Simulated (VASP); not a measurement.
# LiH (P6_3/mmc) in VASP: notebook, part 2 of 2

VASP 6.6.1. Earlier steps stand in the parts before.

### 3 Single point, r2SCAN

POSCAR reads:

```
LiH
1.0
    2.7815484418      0.0000000000      0.0000000000
   -1.3907742209      2.4088916124      0.0000000000
    0.0000000000      0.0000000000      4.8729606993
Li H
2 2
Direct
    0.0000000000      0.0000000000      0.0000000000
    0.0000000000      0.0000000000      0.5000000000
    0.3333333333      0.6666666667      0.2500000000
    0.6666666667      0.3333333333      0.7500000000
```

INCAR.step1 reads:

```
SYSTEM = LiH
PREC     = Accurate       ! precision mode
ENCUT    = 520            ! plane-wave cutoff, eV
ISMEAR   = 0              ! smearing method
SIGMA    = 0.01           ! smearing width, eV
LREAL    = .False.        ! projectors in reciprocal space
LASPH    = .True.         ! aspherical terms in the spheres
NELM     = 100            ! most SCF steps
NBANDS   = 12             ! bands
GGA      = PE             ! functional
ALGO     = Normal         ! electronic algorithm
EDIFF    = 1E-4           ! SCF threshold, eV
LWAVE    = .True.         ! write WAVECAR
LCHARG   = .False.        ! write CHGCAR
```

INCAR.step2 reads:

```
SYSTEM = LiH
PREC     = Accurate       ! precision mode
ENCUT    = 520            ! plane-wave cutoff, eV
EDIFF    = 1E-7           ! SCF threshold, eV
ISMEAR   = 0              ! smearing method
SIGMA    = 0.01           ! smearing width, eV
LREAL    = .False.        ! projectors in reciprocal space
LASPH    = .True.         ! aspherical terms in the spheres
NELM     = 100            ! most SCF steps
ALGO     = Normal         ! electronic algorithm
ISIF     = 2              ! what is computed and relaxed
LWAVE    = .False.        ! write WAVECAR
LCHARG   = .False.        ! write CHGCAR
METAGGA  = R2SCAN         ! meta-GGA
LMIXTAU  = .True.       
NBANDS   = 12             ! bands
ISTART   = 1
```

KPOINTS reads:

```
regular mesh
0
Gamma
  6 6 4
  0 0 0
```

Potentials or basis: VASP PAW PBE potentials, release 64 (Li_sv, H).

Run with:

```
$ cat potpaw_PBE.64/Li_sv/POTCAR potpaw_PBE.64/H/POTCAR > POTCAR
$ cp INCAR.step1 INCAR
$ mpirun -np 1 vasp_std > vasp.out
$ cp INCAR.step2 INCAR
$ mpirun -np 1 vasp_std > vasp.out
```

OUTCAR:

```text
SYSTEM = LiH
   PREC = Accurate
   ENCUT = 520
   EDIFF = 1E-7
   ISMEAR = 0
   LREAL = .False.
   LASPH = .True.
   NELM = 100
   ISIF = 2
   METAGGA = R2SCAN
   ISTART = 1

 ion  position               nearest neighbor table
   1  0.000  0.000  0.000-   2 2.44   2 2.44
   2  0.000  0.000  0.500-   1 2.44   1 2.44
   3  0.333  0.667  0.250-
   4  0.667  0.333  0.750-

  LATTYP: Found a hexagonal cell.
 ALAT       =     2.7815484418
 C/A-ratio  =     1.7518877709

  Lattice vectors:

 A1 = (   2.7815484418,   0.0000000000,   0.0000000000)
 A2 = (  -1.3907742209,   2.4088916124,   0.0000000000)
 A3 = (   0.0000000000,   0.0000000000,   4.8729606993)

Analysis of symmetry for initial positions (statically):
=====================================================================
 Subroutine PRICEL returns:
 Original cell was already a primitive cell.

 Routine SETGRP: Setting up the symmetry group for a
 hexagonal supercell.

[... 181 lines left out ...]
      4      -3.3560      2.00000
      5       4.9961      0.00000
      6      15.4703      0.00000
      7      16.9206      0.00000
      8      17.5327      0.00000
      9      17.5334      0.00000
     10      17.6061      0.00000
     11      20.2637      0.00000
     12      20.2638      0.00000
[... 286 lines left out ...]
 k-point    21 :       0.3333    0.3333    0.5000
  band No.  band energies     occupation
      1     -46.1007      2.00000
      2     -46.1007      2.00000
      3      -0.9753      2.00000
      4      -0.9753      2.00000
      5       4.8745      0.00000
      6       4.8745      0.00000
      7       8.0009      0.00000
      8       8.0009      0.00000
      9      14.4112      0.00000
     10      14.4112      0.00000
     11      17.0242      0.00000
     12      17.0242      0.00000

------------------------ aborting loop because EDIFF is reached ----------------------------------------

  FORCE on cell =-STRESS in cart. coord.  units (eV):
  Direction    XX          YY          ZZ          XY          YZ          ZX
  --------------------------------------------------------------------------------------
  -------------------------------------------------------------------------------------
  Total       -0.1058771     -0.1058771     -0.0777502     -0.0000000     -0.0000000      0.0000000
  in kB       -5.1953606     -5.1953606     -3.8151801     -0.0000000     -0.0000000      0.0000000
  external PRESSURE =      -4.7353004 kB  Pullay stress =       0.0000000 kB

 VOLUME and BASIS-vectors are now :
 -----------------------------------------------------------------------------
  energy-cutoff  :      520.00
  volume of cell :       32.65
      direct lattice vectors                 reciprocal lattice vectors
     2.781548442  0.000000000  0.000000000     0.359511984  0.207564341  0.000000000
    -1.390774221  2.408891612  0.000000000     0.000000000  0.415128682  0.000000000
     0.000000000  0.000000000  4.872960699     0.000000000  0.000000000  0.205214050

 POSITION                                       TOTAL-FORCE (eV/Angst)
 -----------------------------------------------------------------------------------
      0.00000      0.00000      0.00000         0.000000      0.000000     -0.000000
      0.00000      0.00000      2.43648         0.000000      0.000000     -0.000000
     -0.00000      1.60593      1.21824         0.000000     -0.000000     -0.000000
      1.39077      0.80296      3.65472        -0.000000      0.000000      0.000000
 -----------------------------------------------------------------------------------
    total drift:                               -0.000000      0.000000      0.000000

  FREE ENERGIE OF THE ION-ELECTRON SYSTEM (eV)
  ---------------------------------------------------
  free  energy   TOTEN  =       -13.4195021671 eV

  energy  without entropy=      -13.4195021671  energy(sigma->0) =      -13.41950217
```

OUTCAR.step1:

```text
SYSTEM = LiH
   PREC = Accurate
   ENCUT = 520
   ISMEAR = 0
   LREAL = .False.
   LASPH = .True.
   NELM = 100
[... 540 lines left out ...]
      0.00000      0.00000      2.43648        -0.000000      0.000000      0.000000
     -0.00000      1.60593      1.21824        -0.000000      0.000000     -0.000000
      1.39077      0.80296      3.65472         0.000000     -0.000000      0.000000
 -----------------------------------------------------------------------------------
    total drift:                               -0.000000      0.000000      0.000000

  FREE ENERGIE OF THE ION-ELECTRON SYSTEM (eV)
  ---------------------------------------------------
  free  energy   TOTEN  =       -12.0418848371 eV

  energy  without entropy=      -12.0418848371  energy(sigma->0) =      -12.04188484
```

OSZICAR.step1:

```text
N       E                     dE             d eps       ncg     rms          rms(c)
DAV:   1     0.156391934334E+02    0.15639E+02   -0.33573E+03   504   0.642E+02
DAV:   2    -0.100985375333E+02   -0.25738E+02   -0.25348E+02   664   0.135E+02
DAV:   3    -0.125116265051E+02   -0.24131E+01   -0.24026E+01   884   0.277E+01
DAV:   4    -0.125333124978E+02   -0.21686E-01   -0.21684E-01   640   0.364E+00
DAV:   5    -0.125335455269E+02   -0.23303E-03   -0.23303E-03   720   0.298E-01    0.407E+00
DAV:   6    -0.121610512776E+02    0.37249E+00   -0.23164E-01   584   0.181E+00    0.205E+00
DAV:   7    -0.120368818433E+02    0.12417E+00   -0.32328E-01   612   0.241E+00    0.315E-01
DAV:   8    -0.120420924005E+02   -0.52106E-02   -0.20282E-02   648   0.940E-01    0.948E-02
DAV:   9    -0.120418781094E+02    0.21429E-03   -0.57143E-04   652   0.114E-01    0.278E-02
DAV:  10    -0.120418848371E+02   -0.67277E-05   -0.52682E-05   408   0.534E-02
   1 F= -.12041885E+02 E0= -.12041885E+02  d E =-.392582E-69
```

Run time: 76 s. Hardware: 1 thread of AMD EPYC 7R13 (Zen 3), shared host; peak memory 0.12 GiB.

Results:

```
Free energy            : -13.4195 eV
Band gap on the k mesh : 5.01 eV, indirect (least direct gap 5.61 eV)
```

Caveat: the k points lie up to 0.43 Å⁻¹ apart; the cutoff is under 1.25 times the usual one of these potentials, so pressure, stress and relaxed cells hold a basis-set (Pulay) error; the PAW data sets were made with another functional, which shifts forces and pressure a little. r2SCAN opens gaps a little over a GGA but as a rule still falls short of measured ones.

### 4 Single point, HSE06

POSCAR is that of step 3.

INCAR.step1 reads:

```
PREC = Accurate ; ENCUT = 520
EDIFF = 1E-5 ; ISMEAR = 0
SIGMA = 0.01 ; LREAL = False
LASPH = True ; NELM = 60
ALGO = Normal ; ISIF = 2
LWAVE = True ; LCHARG = False
NBANDS = 12 ; GGA = PE
```

INCAR.step2 reads:

```
PREC = Accurate ; ENCUT = 520
EDIFF = 1E-6 ; ISMEAR = 0
SIGMA = 0.01 ; LREAL = False
LASPH = True ; NELM = 60
ALGO = Normal ; ISIF = 2
LWAVE = False ; LCHARG = False
GGA = PE ; LHFCALC = True
HFSCREEN = 0.2079 ; PRECFOCK = Normal
NBANDS = 12 ; ISTART = 1
```

KPOINTS reads:

```
regular mesh
0
Gamma
  6 6 4
```

Potentials or basis: VASP PAW PBE potentials, release 64 (Li_sv, H).

Run with:

```
$ cat potpaw_PBE.64/Li_sv/POTCAR potpaw_PBE.64/H/POTCAR > POTCAR
$ cp INCAR.step1 INCAR
$ mpirun -np 1 vasp_std > vasp.out
$ cp INCAR.step2 INCAR
$ mpirun -np 1 vasp_std > vasp.out
```

OUTCAR:

```text
PREC = Accurate
   ENCUT = 520
   EDIFF = 1E-6
   ISMEAR = 0
   LREAL = False
   LASPH = True
   NELM = 60
   ISIF = 2
   GGA = PE
   LHFCALC = True
   HFSCREEN = 0.2079
   PRECFOCK = Normal
   ISTART = 1

 ion  position               nearest neighbor table
   1  0.000  0.000  0.000-   2 2.44   2 2.44
   2  0.000  0.000  0.500-   1 2.44   1 2.44
   3  0.333  0.667  0.250-
   4  0.667  0.333  0.750-

  LATTYP: Found a hexagonal cell.
 ALAT       =     2.7815484418
 C/A-ratio  =     1.7518877709

  Lattice vectors:

 A1 = (   2.7815484418,   0.0000000000,   0.0000000000)
 A2 = (  -1.3907742209,   2.4088916124,   0.0000000000)
 A3 = (   0.0000000000,   0.0000000000,   4.8729606993)

Analysis of symmetry for initial positions (statically):
=====================================================================
[... 191 lines left out ...]
  band No.  band energies     occupation
      1     -48.1365      2.00000
      2     -48.0638      2.00000
      3      -6.6506      2.00000
      4      -4.0337      2.00000
      5       4.8485      0.00000
      6      15.3564      0.00000
      7      16.8272      0.00000
      8      17.1322      0.00000
      9      17.1322      0.00000
     10      17.4518      0.00000
     11      20.5819      0.00000
     12      20.5819      0.00000
[... 286 lines left out ...]
 k-point    21 :       0.3333    0.3333    0.5000
  band No.  band energies     occupation
      1     -48.0580      2.00000
      2     -48.0580      2.00000
      3      -1.4484      2.00000
      4      -1.4484      2.00000
      5       4.8696      0.00000
      6       4.8696      0.00000
      7       7.9066      0.00000
      8       7.9066      0.00000
      9      14.1974      0.00000
     10      14.1974      0.00000
     11      17.2610      0.00000
     12      17.2610      0.00000

------------------------ aborting loop because EDIFF is reached ----------------------------------------

  FORCE on cell =-STRESS in cart. coord.  units (eV):
  Direction    XX          YY          ZZ          XY          YZ          ZX
  --------------------------------------------------------------------------------------
  -------------------------------------------------------------------------------------
  Total       -0.1476455     -0.1476455     -0.1085879      0.0000000      0.0000000      0.0000000
  in kB       -7.2449252     -7.2449252     -5.3283815      0.0000000      0.0000000      0.0000000
  external PRESSURE =      -6.6060773 kB  Pullay stress =       0.0000000 kB

 VOLUME and BASIS-vectors are now :
 -----------------------------------------------------------------------------
  energy-cutoff  :      520.00
  volume of cell :       32.65
      direct lattice vectors                 reciprocal lattice vectors
     2.781548442  0.000000000  0.000000000     0.359511984  0.207564341  0.000000000
    -1.390774221  2.408891612  0.000000000     0.000000000  0.415128682  0.000000000
     0.000000000  0.000000000  4.872960699     0.000000000  0.000000000  0.205214050

 POSITION                                       TOTAL-FORCE (eV/Angst)
 -----------------------------------------------------------------------------------
      0.00000      0.00000      0.00000        -0.000000     -0.000000     -0.000000
      0.00000      0.00000      2.43648        -0.000000     -0.000000     -0.000000
     -0.00000      1.60593      1.21824         0.000000      0.000000      0.000000
      1.39077      0.80296      3.65472        -0.000000     -0.000000     -0.000000
 -----------------------------------------------------------------------------------
    total drift:                               -0.000000      0.000000     -0.000000

  FREE ENERGIE OF THE ION-ELECTRON SYSTEM (eV)
  ---------------------------------------------------
  free  energy   TOTEN  =       -13.3603729459 eV

  energy  without entropy=      -13.3603729459  energy(sigma->0) =      -13.36037295
```

It took 5.8 min on 1 thread of AMD EPYC 7R13 (Zen 3), shared host; peak memory 0.22 GiB.

Results:

```yaml
Free_energy: -13.3604 eV
Band_gap_on_the_k_mesh: 5.39 eV, indirect (least direct gap 6.03 eV)
```

Caveat: the k points lie up to 0.43 Å⁻¹ apart; the cutoff is under 1.25 times the usual one of these potentials, so pressure, stress and relaxed cells hold a basis-set (Pulay) error; the PAW data sets were made with another functional, which shifts forces and pressure a little.

### 5 Summary

```csv
level,k mesh,grid for exact exchange (PRECFOCK),screening parameter,gap on the mesh (eV)
PBE,9 × 9 × 4,-,-,4.49
r2SCAN,6 × 6 × 4,-,-,5.01
HSE06,6 × 6 × 4,Normal,0.2079 1/Å,5.39
```

Alike in all rows: task single point; potentials or basis VASP PAW PBE potentials, release 64 (Li_sv, H); no spin polarisation; cell as given; cutoff (eV) 520; smearing gaussian 0.01 eV.

Caveats: some runs use coarse meshes; the cutoff is under 1.25 times the usual one of these potentials, so pressure, stress and relaxed cells hold a basis-set (Pulay) error; the PAW data sets were made with another functional, which shifts forces and pressure a little (some runs).

Absolute energies hang on the potentials; compare differences alone.
